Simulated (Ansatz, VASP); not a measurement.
**SrTiO3 in VASP and in Ansatz**

INCAR

```
ALGO = Normal ; EDIFF = 1E-6
ENCUT = 520 ; GGA = PE
ISIF = 2 ; ISMEAR = -1
LASPH = True ; LCHARG = False
LREAL = False ; LWAVE = False
NBANDS = 28 ; NELM = 100
PREC = Accurate ; SIGMA = 0.02
```

Contents of KPOINTS:

```
k-points
0
Gamma
  6 6 6
```

Contents of POSCAR:

```
SrTiO3
1.0
    4.1021940861      0.0000000000      0.0000000000
    0.0000000000      4.1021940861      0.0000000000
    0.0000000000      0.0000000000      3.8050353507
Sr Ti O
1 1 3
Direct
    0.0000000000      0.0000000000      0.0000000000
    0.5000000000      0.5000000000      0.5000000000
    0.5000000000      0.5000000000      0.0000000000
    0.5000000000      0.0000000000      0.5000000000
    0.0000000000      0.5000000000      0.5000000000
```

Input for Ansatz:

```yaml
crystal:
  lattice:
    - [4.1021940861, 0.0, 0.0]
    - [0.0, 4.1021940861, 0.0]
    - [0.0, 0.0, 3.8050353507]
  atoms:
    - { symbol: Sr, position: [0.0, 0.0, 0.0] }
    - { symbol: Ti, position: [0.5, 0.5, 0.5] }
    - { symbol: O, position: [0.5, 0.5, 0.0] }
    - { symbol: O, position: [0.5, 0.0, 0.5] }
    - { symbol: O, position: [0.0, 0.5, 0.5] }
kpoints:
  mp_grid: { grid: [6, 6, 6] }
  band_path:
    path: [[0.0, 0.0, 0.0], [0.0, 0.5, 0.0], [0.5, 0.5, 0.0], [0.5, 0.5, 0.5]]
    npoints: 1
hamiltonian:
  xc: pbe
scf:
  occupations: { method: fermi_dirac, width: 0.02 }
  n_extra_bands: 5
output:
  forces: true
  stress: true
  eigenvalues: true
```

Change from the starting cell: epitaxial_xy strain +5.0%.

Alike in both runs: task single point; functional PBE; k mesh 6 × 6 × 6; occupations fermi-dirac, width 0.02 eV; no spin polarisation.

|  | VASP | Ansatz |
| --- | --- | --- |
| version | VASP 6.6.1 | Ansatz 0.2.0 |
| potentials or method | VASP PAW PBE potentials, release 64 (Sr_sv, Ti_sv, O) | plane waves, PAW |
| plane-wave cutoff (eV) | 520 | 420 |
| valence electrons in the cell | 40 | 40 |

```csv
,VASP,Ansatz,Ansatz less VASP
gap on the k mesh at the Fermi level (eV),1.64,1.67,+0.032
pressure (GPa),-5.5,-6.1,-0.61
"traceless stress, the component that is largest in VASP (GPa)",10.21,10.04,-0.165
```

With one functional, cell and mesh, what is left measures potentials, basis and numerics.
